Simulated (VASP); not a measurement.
# Hf (P6_3/mmc) in VASP: relaxation of shape and atoms at fixed volume with PBEsol

Aim: the relaxation of shape and atoms at fixed volume of Hf with PBEsol.

Everything below comes from runs of VASP 6.6.1. Logs are shortened: lines on timing, memory, paths and dates and some standing lists are left out, and cuts for length are marked.

### 1 The cell of the first run

The structure is hexagonal, space group P6_3/mmc (No. 194). The conventional cell has a = 3.023 Å, b = 3.023 Å, c = 4.805 Å, α = 90.00°, β = 90.00°, γ = 120.00°. Within 3.9 Å of Hf (site symmetry -6m2) lie 12 Hf at 2.97 to 3.02 Å.

### 2 Relaxation of shape and atoms at fixed volume, PBEsol (19.01 Å³/atom)

File INCAR:

```
SYSTEM = Hf
ALGO     = Fast           ! electronic algorithm
EDIFF    = 1E-6           ! SCF threshold, eV
EDIFFG   = -0.01          ! ionic threshold
ENCUT    = 600            ! plane-wave cutoff, eV
GGA      = PS             ! functional
IBRION   = 2              ! ionic algorithm
ISIF     = 4              ! what is computed and relaxed
ISMEAR   = 0              ! smearing method
LASPH    = .TRUE.         ! aspherical terms in the spheres
LCHARG   = .FALSE.        ! write CHGCAR
LREAL    = .FALSE.        ! projectors in reciprocal space
LWAVE    = .FALSE.        ! write WAVECAR
NELM     = 80             ! most SCF steps
NSW      = 60             ! ionic steps
PREC     = Accurate       ! precision mode
SIGMA    = 0.05           ! smearing width, eV
```

File KPOINTS:

```
k-points
0
G
  18 18 10
  0 0 0
```

File POSCAR:

```
Hf
1.0
    3.0225940113      0.0000000000      0.0000000000
   -1.5112970057      2.6176431991      0.0000000000
    0.0000000000      0.0000000000      4.8054082541
Hf
2
Direct
    0.3333333333      0.6666666667      0.2500000000
    0.6666666667      0.3333333333      0.7500000000
```

Potentials or basis: VASP PAW PBE potentials, release 64 (Hf_pv).

The run is started by

```bash
> cat potpaw_PBE.64/Hf_pv/POTCAR > POTCAR
> mpirun -np 1 vasp_std > vasp.out
```

OUTCAR:

```text
SYSTEM = Hf
   EDIFF = 1E-6
   EDIFFG = -0.01
   ENCUT = 600
   GGA = PS
   IBRION = 2
   ISIF = 4
   ISMEAR = 0
   LASPH = .TRUE.
   LREAL = .FALSE.
   NELM = 80
   NSW = 60
   PREC = Accurate

 ion  position               nearest neighbor table
   1  0.333  0.667  0.250-   2 2.97   2 2.97   2 2.97   2 2.97   2 2.97   2 2.97
   2  0.667  0.333  0.750-   1 2.97   1 2.97   1 2.97   1 2.97   1 2.97   1 2.97

  LATTYP: Found a hexagonal cell.
 ALAT       =     3.0225940113
 C/A-ratio  =     1.5898292116

  Lattice vectors:

 A1 = (   3.0225940113,   0.0000000000,   0.0000000000)
 A2 = (  -1.5112970057,   2.6176431991,   0.0000000000)
 A3 = (   0.0000000000,   0.0000000000,   4.8054082541)

Analysis of symmetry for initial positions (statically):
=====================================================================
 Subroutine PRICEL returns:
 Original cell was already a primitive cell.

 Routine SETGRP: Setting up the symmetry group for a
 hexagonal supercell.

 Subroutine GETGRP returns: Found 24 space group operations
 (whereof 12 operations were pure point group operations)
 out of a pool of 24 trial point group operations.

The static configuration has the point symmetry D_3d.
 The point group associated with its full space group is D_6h.

Analysis of symmetry for dynamics (positions and initial velocities):
=====================================================================
 Subroutine PRICEL returns:
 Original cell was already a primitive cell.

 Routine SETGRP: Setting up the symmetry group for a
 hexagonal supercell.

 Subroutine GETGRP returns: Found 24 space group operations
 (whereof 12 operations were pure point group operations)
 out of a pool of 24 trial point group operations.

The dynamic configuration has the point symmetry D_3d.
 The point group associated with its full space group is D_6h.

 Subroutine INISYM returns: Found 24 space group operations
 (whereof 12 operations are pure point group operations),
 and found     1 'primitive' translations

----------------------------------------------------------------------------------------

                                     Primitive cell

  volume of cell :      38.0207

  direct lattice vectors                    reciprocal lattice vectors
     3.022594011  0.000000000  0.000000000     0.330841653  0.191011518  0.000000000
    -1.511297006  2.617643199  0.000000000     0.000000000  0.382023035  0.000000000
     0.000000000  0.000000000  4.805408254     0.000000000  0.000000000  0.208098864

  length of vectors
     3.022594011  3.022594011  4.805408254     0.382023035  0.382023035  0.208098864

  position of ions in fractional coordinates (direct lattice)
     0.333333333  0.666666667  0.250000000
     0.666666667  0.333333333  0.750000000

  ion indices of the primitive-cell ions
   primitive index   ion index
                 1           1
                 2           2

----------------------------------------------------------------------------------------

 KPOINTS: k-points

Automatic generation of k-mesh.
 Grid dimensions read from file:
 generate k-points for:   18   18   10

 Generating k-lattice:

  Cartesian coordinates                     Fractional coordinates (reciprocal lattice)
     0.018380092  0.010611751  0.000000000     0.055555556 -0.000000000  0.000000000
     0.000000000  0.021223502  0.000000000     0.000000000  0.055555556  0.000000000
     0.000000000  0.000000000  0.020809886     0.000000000  0.000000000  0.100000000

  Length of vectors
[... 65 lines left out ...]
   PSTRESS=    0.0 pullay stress
   NELECT =      20.0000    total number of electrons
   NUPDOWN=      -1.0000    fix difference up-down
   EMIN   =  10.00;   EMAX   =-10.00  energy-range for DOS
   EFERMI =   0.00;   METHOD = LEGACY
   ISMEAR =     0;   SIGMA  =   0.05  broadening in eV -4-tet -1-fermi 0-gaus
   EFERMI_NEDOS =   21; number of points for ismear=-14 and -15
   IALGO  =     68    algorithm
   IMIX   =      4    mixing-type and parameters
     AMIX     =   0.40;   BMIX     =  1.00
     AMIX_MAG =   1.60;   BMIX_MAG =  1.00
  volume/ion in A,a.u.               =      19.01       128.29
  Fermi-wavevector in a.u.,A,eV,Ry     =   1.321533  2.497335 23.761884  1.746449
  Thomas-Fermi vector in A             =   2.451280
   LORBIT       =      0    0 simple, 1 ext, 2 COOP (PROOUT), +10 PAW based schemes
   GGA     = PS    functional components
   LHFCALC =     F    Hartree Fock is set to
   AEXX    =    0.0000 exact exchange contribution
   IVDW    =     0    specifies the selected vdW correction
   LEPSILON=     F    determine dielectric tensor
   LRPA    =     F    only Hartree local field effects (RPA)
 conjugate gradient relaxation of ions
 non-spin polarized calculation
 RMM-DIIS sequential band-by-band and
 Gauss-broadening in eV      SIGMA  =   0.05
  energy-cutoff  :      600.00
  volume of cell :       38.02
 maximum number of plane-waves:      1296
   NGX = 13   NGY = 13   NGZ = 19

--------------------------------------- Ionic step        1  -------------------------------------------

 number of electron      20.0000001 magnetization

 Free energy of the ion-electron system (eV)
  ---------------------------------------------------
  ext. energy  EPLUGINS =         0.00000000
  ---------------------------------------------------
  free energy    TOTEN  =       -20.75264287 eV

  energy without entropy =      -20.75074312  energy(sigma->0) =      -20.75169300

------------------------ aborting loop because EDIFF is reached ----------------------------------------

  FORCE on cell =-STRESS in cart. coord.  units (eV):
  Direction    XX          YY          ZZ          XY          YZ          ZX
  --------------------------------------------------------------------------------------
  -------------------------------------------------------------------------------------
  Total        4.1758720      4.1758720      4.2487466     -0.0000000      0.0000000      0.0000000
  in kB      175.9694202    175.9694202    179.0403249     -0.0000000      0.0000000      0.0000000
  external PRESSURE =     176.9930551 kB  Pullay stress =       0.0000000 kB

 VOLUME and BASIS-vectors are now :
 -----------------------------------------------------------------------------
  energy-cutoff  :      600.00
  volume of cell :       38.02
      direct lattice vectors                 reciprocal lattice vectors
     3.022594011  0.000000000  0.000000000     0.330841653  0.191011518  0.000000000
    -1.511297006  2.617643199  0.000000000     0.000000000  0.382023035  0.000000000
     0.000000000  0.000000000  4.805408254     0.000000000  0.000000000  0.208098864

 POSITION                                       TOTAL-FORCE (eV/Angst)
 -----------------------------------------------------------------------------------
     -0.00000      1.74510      1.20135         0.000000      0.000000      0.000000
      1.51130      0.87255      3.60406        -0.000000      0.000000      0.000000
 -----------------------------------------------------------------------------------
    total drift:                               -0.000000      0.000000     -0.000000

  FREE ENERGIE OF THE ION-ELECTRON SYSTEM (eV)
  ---------------------------------------------------
  free  energy   TOTEN  =       -20.7526428742 eV

  energy  without entropy=      -20.7507431173  energy(sigma->0) =      -20.75169300

--------------------------------------- Ionic step        2  -------------------------------------------

 number of electron      20.0000001 magnetization

 Free energy of the ion-electron system (eV)
  ---------------------------------------------------
  ext. energy  EPLUGINS =         0.00000000
  ---------------------------------------------------
  free energy    TOTEN  =       -20.75268952 eV

  energy without entropy =      -20.75077004  energy(sigma->0) =      -20.75172978

 E-fermi :   5.9499     XC(G=0): -12.1593

 val. band max:        5.9404784566   @ k =   0.0000   0.0000   0.4000
 cond. band min:       5.9507316847   @ k =   0.0556  -0.0000   0.3000
 fundamental gap:      0.0102532281
 Fermi energy:         5.9498742832

 k-point     1 :       0.0000    0.0000    0.0000
  band No.  band energies     occupation
      1     -25.0711      2.00000
      2     -23.8155      2.00000
      3     -23.8155      2.00000
      4     -23.6112      2.00000
      5     -23.6112      2.00000
      6     -23.6101      2.00000
      7      -1.9732      2.00000
      8       1.6685      2.00000
      9       7.1327      0.00000
     10       7.1327      0.00000
     11       7.2665      0.00000
     12       7.3908      0.00000
     13       8.1306      0.00000
     14       8.1306      0.00000
[... 377 lines left out ...]
      1     -24.7673      2.00000
      2     -24.5275      2.00000
      3     -24.4492      2.00000
      4     -24.1725      2.00000
      5     -23.9731      2.00000
      6     -23.8404      2.00000
      7       2.4822      2.00000
      8       2.9941      2.00000
      9       3.2341      2.00000
     10       5.2619      2.00000
     11       6.4953      0.00000
     12       7.0109      0.00000
     13       7.8292      0.00000
     14      11.9432      0.00000

 [... further k-points ...]

------------------------ aborting loop because EDIFF is reached ----------------------------------------

  FORCE on cell =-STRESS in cart. coord.  units (eV):
  Direction    XX          YY          ZZ          XY          YZ          ZX
  --------------------------------------------------------------------------------------
  -------------------------------------------------------------------------------------
  Total        4.1939746      4.1939746      4.1992269     -0.0000000      0.0000000     -0.0000000
  in kB      176.7322582    176.7322582    176.9535840     -0.0000000      0.0000000     -0.0000000
  external PRESSURE =     176.8060334 kB  Pullay stress =       0.0000000 kB

 VOLUME and BASIS-vectors are now :
 -----------------------------------------------------------------------------
  energy-cutoff  :      600.00
  volume of cell :       38.02
      direct lattice vectors                 reciprocal lattice vectors
     3.020823977 -0.000000000  0.000000000     0.331035508  0.191123440  0.000000000
    -1.510411988  2.616110304 -0.000000000     0.000000000  0.382246879  0.000000000
     0.000000000  0.000000000  4.811041307     0.000000000  0.000000000  0.207855210

 POSITION                                       TOTAL-FORCE (eV/Angst)
 -----------------------------------------------------------------------------------
     -0.00000      1.74407      1.20276         0.000000     -0.000000      0.000000
      1.51041      0.87204      3.60828        -0.000000      0.000000      0.000000
 -----------------------------------------------------------------------------------
    total drift:                               -0.000000      0.000000     -0.000000

  FREE ENERGIE OF THE ION-ELECTRON SYSTEM (eV)
  ---------------------------------------------------
  free  energy   TOTEN  =       -20.7526895247 eV

  energy  without entropy=      -20.7507700389  energy(sigma->0) =      -20.75172978

 reached required accuracy - stopping structural energy minimisation
```

Run time: 89 s. Hardware: 1 thread of Intel Xeon Platinum 8488C (Sapphire Rapids), shared host; peak memory 0.26 GiB.

What came out:

```yaml
Free_energy: -20.7527 eV
Energy_gained_by_relaxing: 0.0 meV/atom
Ionic_steps: 2
Pressure_after_relaxing: 17.7 GPa
Band_gap_on_the_k_mesh: zero (bands 10 and 11 overlap by 1.53 eV)
```

Final structure:
```
Hf
1.0
     3.02082    0.00000    0.00000
    -1.51041    2.61611    0.00000
     0.00000    0.00000    4.81104
Hf
2
Direct
  0.33333 0.66667 0.25000
  0.66667 0.33333 0.75000
```

Levels at points of the mesh, in eV from the Fermi level:
| k point | band 6 | band 7 | band 8 | band 9 | band 10 | band 11 | band 12 | band 13 | band 14 |
| --- | --- | --- | --- | --- | --- | --- | --- | --- | --- |
| (0.00, 0.00, 0.00) | -29.56 | -7.92 | -4.28 | 1.18 | 1.18 | 1.32 | 1.44 | 2.18 | 2.18 |
| (0.50, 0.00, 0.00) | -29.72 | -3.64 | -3.43 | -2.81 | -0.39 | 0.75 | 1.05 | 1.96 | 7.08 |
| (0.00, 0.00, 0.50) | -29.66 | -5.65 | -5.65 | 0.06 | 0.06 | 1.07 | 1.07 | 1.07 | 1.07 |
| (0.50, 0.00, 0.50) | -29.90 | -3.99 | -3.99 | -1.36 | -1.36 | 1.87 | 1.87 | 3.03 | 3.03 |

Caveat: the PAW data sets were made with another functional, which shifts forces and pressure a little; spin-orbit coupling is left out, which moves the levels of the heavy elements.
